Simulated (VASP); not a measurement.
# MnRh (Pm-3m) in VASP: relaxation of cell and atoms with LDA

Aim: the relaxation of cell and atoms of MnRh with LDA.

Everything below comes from runs of VASP 6.6.1. Logs are shortened: lines on timing, memory, paths and dates and some standing lists are left out, and cuts for length are marked.

## (1) The cell of the first run

The structure is cubic, space group Pm-3m (No. 221). The conventional cell has a = 3.084 Å, b = 3.084 Å, c = 3.084 Å, α = 90.00°, β = 90.00°, γ = 90.00°. Mn (site symmetry m-3m) has 8 Rh at 2.67 Å and 6 Mn at 3.08 Å within 3.5 Å. Rh (site symmetry m-3m) has 8 Mn at 2.67 Å and 6 Rh at 3.08 Å within 3.5 Å.

## (2) Relaxation of cell and atoms, LDA, collinear spin, ferromagnetic start

File INCAR:

```
  PREC = Accurate
  ENCUT = 600
  EDIFF = 1E-6
  ISMEAR = -1
  SIGMA = 0.05
  LREAL = F
  LASPH = T
  NELM = 150
  ALGO = Normal
  ISIF = 3
  LWAVE = F
  LCHARG = F
  ISPIN = 2
  MAGMOM = 4 0
  LORBIT = 11
  LMAXMIX = 4
  GGA = CA
  IBRION = 2
  NSW = 100
  EDIFFG = -0.005
```

File KPOINTS:

```
Automatic mesh
0
Gamma
  16 16 16
```

File POSCAR:

```
MnRh
1.0
    3.0840572252      0.0000000000      0.0000000000
    0.0000000000      3.0840572252      0.0000000000
    0.0000000000      0.0000000000      3.0840572252
Mn Rh
1 1
Direct
    0.0000000000      0.0000000000      0.0000000000
    0.5000000000      0.5000000000      0.5000000000
```

Potentials or basis: VASP PAW LDA potentials, release 64 (Mn_pv, Rh_pv).

Launch:

```bash
cat potpaw_LDA.64/Mn_pv/POTCAR potpaw_LDA.64/Rh_pv/POTCAR > POTCAR
mpirun -np 1 vasp_std > vasp.out
```

OUTCAR:

```text
PREC = Accurate
   ENCUT = 600
   EDIFF = 1E-6
   ISMEAR = -1
   LREAL = F
   LASPH = T
   NELM = 150
   ISIF = 3
   ISPIN = 2
   LORBIT = 11
   GGA = CA
   IBRION = 2
   NSW = 100
   EDIFFG = -0.005

 ion  position               nearest neighbor table
   1  0.000  0.000  0.000-   2 2.67   2 2.67   2 2.67   2 2.67   2 2.67   2 2.67   2 2.67   2 2.67

   2  0.500  0.500  0.500-   1 2.67   1 2.67   1 2.67   1 2.67   1 2.67   1 2.67   1 2.67   1 2.67

  LATTYP: Found a simple cubic cell.
 ALAT       =     3.0840572252

  Lattice vectors:

 A1 = (   3.0840572252,   0.0000000000,   0.0000000000)
 A2 = (   0.0000000000,   3.0840572252,   0.0000000000)
 A3 = (   0.0000000000,   0.0000000000,   3.0840572252)

Analysis of symmetry for initial positions (statically):
=====================================================================
 Subroutine PRICEL returns:
 Original cell was already a primitive cell.

 Routine SETGRP: Setting up the symmetry group for a
 simple cubic supercell.

 Subroutine GETGRP returns: Found 48 space group operations
 (whereof 48 operations were pure point group operations)
 out of a pool of 48 trial point group operations.

The static configuration has the point symmetry O_h .

Analysis of symmetry for dynamics (positions and initial velocities):
=====================================================================
 Subroutine PRICEL returns:
 Original cell was already a primitive cell.

 Routine SETGRP: Setting up the symmetry group for a
 simple cubic supercell.

 Subroutine GETGRP returns: Found 48 space group operations
 (whereof 48 operations were pure point group operations)
 out of a pool of 48 trial point group operations.

The dynamic configuration has the point symmetry O_h .

Analysis of structural, dynamic, and magnetic symmetry:
=====================================================================
 Subroutine PRICEL returns:
 Original cell was already a primitive cell.

 Routine SETGRP: Setting up the symmetry group for a
 simple cubic supercell.

 Subroutine GETGRP returns: Found 48 space group operations
 (whereof 48 operations were pure point group operations)
 out of a pool of 48 trial point group operations.

The overall configuration has the point symmetry O_h .

 Subroutine INISYM returns: Found 48 space group operations
 (whereof 48 operations are pure point group operations),
 and found     1 'primitive' translations

----------------------------------------------------------------------------------------

                                     Primitive cell

  volume of cell :      29.3337

  direct lattice vectors                    reciprocal lattice vectors
     3.084057225  0.000000000  0.000000000     0.324248199  0.000000000  0.000000000
     0.000000000  3.084057225  0.000000000     0.000000000  0.324248199  0.000000000
     0.000000000  0.000000000  3.084057225     0.000000000  0.000000000  0.324248199

  length of vectors
     3.084057225  3.084057225  3.084057225     0.324248199  0.324248199  0.324248199

  position of ions in fractional coordinates (direct lattice)
     0.000000000  0.000000000  0.000000000
     0.500000000  0.500000000  0.500000000

  ion indices of the primitive-cell ions
   primitive index   ion index
                 1           1
                 2           2

----------------------------------------------------------------------------------------

 KPOINTS: Automatic mesh

Automatic generation of k-mesh.
 Grid dimensions read from file:
 generate k-points for:   16   16   16

 Generating k-lattice:

  Cartesian coordinates                     Fractional coordinates (reciprocal lattice)
     0.020265512  0.000000000  0.000000000     0.062500000  0.000000000  0.000000000
     0.000000000  0.020265512  0.000000000     0.000000000  0.062500000  0.000000000
     0.000000000  0.000000000  0.020265512     0.000000000  0.000000000  0.062500000

  Length of vectors
     0.020265512  0.020265512  0.020265512

  Shift w.r.t. Gamma in fractional coordinates (k-lattice)
     0.000000000  0.000000000  0.000000000

 Subroutine IBZKPT returns following result:
 ===========================================

 Found    165 irreducible k-points:

 Following reciprocal coordinates:
            Coordinates               Weight
  0.000000  0.000000  0.000000      1.000000
  0.062500  0.000000  0.000000      6.000000
  0.125000  0.000000  0.000000      6.000000
  0.187500  0.000000  0.000000      6.000000
  0.250000  0.000000  0.000000      6.000000
  0.312500  0.000000  0.000000      6.000000
[... 16 lines left out ...]
  0.437500  0.125000  0.000000     24.000000
  0.500000  0.125000  0.000000     12.000000
 [... further k-points ...]
   k-points           NKPTS =    165   k-points in BZ     NKDIM =    165   number of bands    NBANDS=     20
   number of dos      NEDOS =    301   number of ions     NIONS =      2
   total plane-waves  NPLWV =  21952
   dimension x,y,z NGX =    28 NGY =   28 NGZ =   28
   dimension x,y,z NGXF=    56 NGYF=   56 NGZF=   56
   ions per type =               1   1
   NGX,Y,Z   is equivalent  to a cutoff of  15.09, 15.09, 15.09 a.u.
   NGXF,Y,Z  is equivalent  to a cutoff of  30.19, 30.19, 30.19 a.u.
 SYSTEM =  unknown system
   PREC   = accura    normal or accurate (medium, high low for compatibility)
   ISTART =      0    job   : 0-new  1-cont  2-samecut
   ICHARG =      2    charge: 1-file 2-atom 10-const
   ISPIN  =      2    spin polarized calculation?
   LNONCOLLINEAR =      F non collinear calculations
   LSORBIT =      F    spin-orbit coupling
   LASPH  =      T    aspherical Exc in radial PAW
   ENCUT  =  600.0 eV  44.10 Ry    6.64 a.u.   6.16  6.16  6.16*2*pi/ulx,y,z
   NELM   =    150;   NELMIN=  2; NELMDL= -5     # of ELM steps
   EDIFF  = 0.1E-05   stopping-criterion for ELM
   LREAL  =      F    real-space projection
   EDIFFG = -.5E-02   stopping-criterion for IOM
   NSW    =    100    number of steps for IOM
   IBRION =      2    ionic relax: 0-MD 1-quasi-New 2-CG
   NFREE  =      1    steps in history (QN), initial steepest desc. (CG)
   ISIF   =      3    stress and relaxation
   ISYM   =      2    0-nonsym 1-usesym 2-fastsym
   POTIM  = 0.5000    time-step for ionic-motion
   TEBEG  =    0.0;   TEEND  =   0.0 temperature during run
   PSTRESS=    0.0 pullay stress
   NELECT =      28.0000    total number of electrons
   NUPDOWN=      -1.0000    fix difference up-down
   EMIN   =  10.00;   EMAX   =-10.00  energy-range for DOS
   EFERMI =   0.00;   METHOD = LEGACY
   ISMEAR =    -1;   SIGMA  =   0.05  broadening in eV -4-tet -1-fermi 0-gaus
   EFERMI_NEDOS =   21; number of points for ismear=-14 and -15
   IALGO  =     38    algorithm
   IMIX   =      4    mixing-type and parameters
     AMIX     =   0.40;   BMIX     =  1.00
     AMIX_MAG =   1.60;   BMIX_MAG =  1.00
  volume/ion in A,a.u.               =      14.67        98.98
  Fermi-wavevector in a.u.,A,eV,Ry     =   1.611901  3.046052 35.351003  2.598225
  Thomas-Fermi vector in A             =   2.707217
   LORBIT       =     11    0 simple, 1 ext, 2 COOP (PROOUT), +10 PAW based schemes
   GGA     = CA    functional components
   LHFCALC =     F    Hartree Fock is set to
   AEXX    =    0.0000 exact exchange contribution
   IVDW    =     0    specifies the selected vdW correction
   LEPSILON=     F    determine dielectric tensor
   LRPA    =     F    only Hartree local field effects (RPA)
 conjugate gradient relaxation of ions
 spin polarized calculation
  energy-cutoff  :      600.00
  volume of cell :       29.33
 maximum number of plane-waves:       996
 NGX is ok and might be reduce to    28
   NGX = 13   NGY = 13   NGZ = 13

--------------------------------------- Ionic step        1  -------------------------------------------

 number of electron      28.0000008 magnetization       4.0896470

 Free energy of the ion-electron system (eV)
  ---------------------------------------------------
  ext. energy  EPLUGINS =         0.00000000
  ---------------------------------------------------
  free energy    TOTEN  =       -18.31440094 eV

  energy without entropy =      -18.29952057  energy(sigma->0) =      -18.30696075

------------------------ aborting loop because EDIFF is reached ----------------------------------------

  FORCE on cell =-STRESS in cart. coord.  units (eV):
  Direction    XX          YY          ZZ          XY          YZ          ZX
  --------------------------------------------------------------------------------------
  -------------------------------------------------------------------------------------
  Total       -3.9961965     -3.9961965     -3.9961965      0.0000000      0.0000000     -0.0000000
  in kB     -218.2680321   -218.2680321   -218.2680321      0.0000000      0.0000000     -0.0000000
  external PRESSURE =    -218.2680321 kB  Pullay stress =       0.0000000 kB
[... 63 lines left out ...]
 number of electron      27.9999994 magnetization      -0.0001999

 number of electron      27.9999994 magnetization       0.0001380

 E-fermi :   9.7756     XC(G=0): -13.7378

 val. band max:        9.7746417979   @ k =   0.3125   0.3125   0.3125
 cond. band min:       9.7792713066   @ k =   0.1250   0.1250   0.0000
 fundamental gap:      0.0046295087
 Fermi energy:         9.7755745749

 spin component 1

 k-point     1 :       0.0000    0.0000    0.0000
  band No.  band energies     occupation
      1     -37.8584      1.00000
      2     -37.8584      1.00000
      3     -37.8584      1.00000
      4     -36.5086      1.00000
      5     -36.5086      1.00000
      6     -36.5086      1.00000
[... 1128 lines left out ...]
  FREE ENERGIE OF THE ION-ELECTRON SYSTEM (eV)
  ---------------------------------------------------
  free  energy   TOTEN  =       -17.7540467099 eV

  energy  without entropy=      -17.7001750482  energy(sigma->0) =      -17.72711088

[... ionic steps 4 to 11 ...]

--------------------------------------- Ionic step       12  -------------------------------------------

 number of electron      28.0000002 magnetization      -0.0005419

------------------------ aborting loop because EDIFF is reached ----------------------------------------
[... 67 lines left out ...]
--------------------------------------- Ionic step       14  -------------------------------------------

 number of electron      28.0000002 magnetization      -0.0049454

 Free energy of the ion-electron system (eV)
  ---------------------------------------------------
  ext. energy  EPLUGINS =         0.00000000
  ---------------------------------------------------
  free energy    TOTEN  =       -18.03791978 eV

  energy without entropy =      -17.99240864  energy(sigma->0) =      -18.01516421

 E-fermi :  11.6962     XC(G=0): -14.4678

 val. band max:       11.6943495912   @ k =   0.5000   0.3750   0.1250
 cond. band min:      11.6976209035   @ k =   0.5000   0.3750   0.1250
 fundamental gap:      0.0032713123
 Fermi energy:        11.6962430812

 spin component 1

 k-point     1 :       0.0000    0.0000    0.0000
  band No.  band energies     occupation
      1     -36.0248      1.00000
      2     -36.0248      1.00000
      3     -36.0248      1.00000
      4     -34.8491      1.00000
      5     -34.8491      1.00000
      6     -34.8491      1.00000
[... 1128 lines left out ...]
  FREE ENERGIE OF THE ION-ELECTRON SYSTEM (eV)
  ---------------------------------------------------
  free  energy   TOTEN  =       -18.0379197763 eV

  energy  without entropy=      -17.9924086370  energy(sigma->0) =      -18.01516421

 reached required accuracy - stopping structural energy minimisation

 total charge

# of ion       s       p       d       tot
------------------------------------------
    1        0.385   6.347   5.158  11.890
    2        0.458   6.361   7.149  13.968
--------------------------------------------------
tot          0.843  12.708  12.307  25.858

 magnetization (x)

# of ion       s       p       d       tot
------------------------------------------
    1        0.000  -0.000  -0.005  -0.005
    2        0.000   0.000  -0.002  -0.002
--------------------------------------------------
tot          0.000   0.000  -0.007  -0.007
```

Wall time 32 min (1 thread of Oxide Virtual Turin-like, shared host); peak memory 0.28 GiB.

What came out:

* Free energy: -18.0379 eV
* Relaxed volume: 12.02 Å³/atom
* Relaxed cell: a = 2.886 Å, b = 2.886 Å, c = 2.886 Å, α = 90.00°, β = 90.00°, γ = 90.00°
* Space group after relaxing (to 0.1 Å): Pm-3m (No. 221)
* Ionic steps: 14
* Pressure after relaxing: 0.0 GPa
* Band gap on the k mesh: zero (filled and empty bands overlap)
* Net moment: 0.00 μB per cell
* Valence electrons inside the program's atomic spheres: Mn 11.89; Rh 13.97

The path:
```csv
step,energy change (eV),largest force (eV/Å),pressure (GPa),volume (Å³)
1,0.0000,0.0000,-21.83,29.33
2,0.5464,0.0000,40.09,21.64
3,0.5604,0.0000,-26.70,27.06
4,0.2847,0.0000,-5.59,24.50
5,0.2765,0.0000,0.28,24.00
6,0.2767,0.0000,-0.80,24.10
7,0.2766,0.0000,-0.86,24.10
8,0.2766,0.0000,-0.68,24.08
9,0.2766,0.0000,-0.64,24.08
10,0.2766,0.0000,-0.66,24.08
11,0.2766,0.0000,-0.60,24.08
12,0.2765,0.0000,-0.54,24.07
13,0.2765,0.0000,-0.44,24.06
14,0.2765,0.0000,-0.02,24.05
```

Final structure:
```cif
data_structure
_symmetry_space_group_name_H-M 'P 1'
_symmetry_Int_Tables_number 1
_cell_length_a 2.8864
_cell_length_b 2.8864
_cell_length_c 2.8864
_cell_angle_alpha 90.000
_cell_angle_beta 90.000
_cell_angle_gamma 90.000
_cell_volume 24.05
loop_
_atom_site_label
_atom_site_type_symbol
_atom_site_fract_x
_atom_site_fract_y
_atom_site_fract_z
_atom_site_occupancy
Mn1 Mn 0.00000 0.00000 0.00000 1
Rh1 Rh 0.50000 0.50000 0.50000 1
```

Caveat: the volume moved by over 15 % at a fixed basis, so the end points are rough; the moments typed at the start vanished in this run. Zero-point motion and thermal expansion aren't in these numbers.
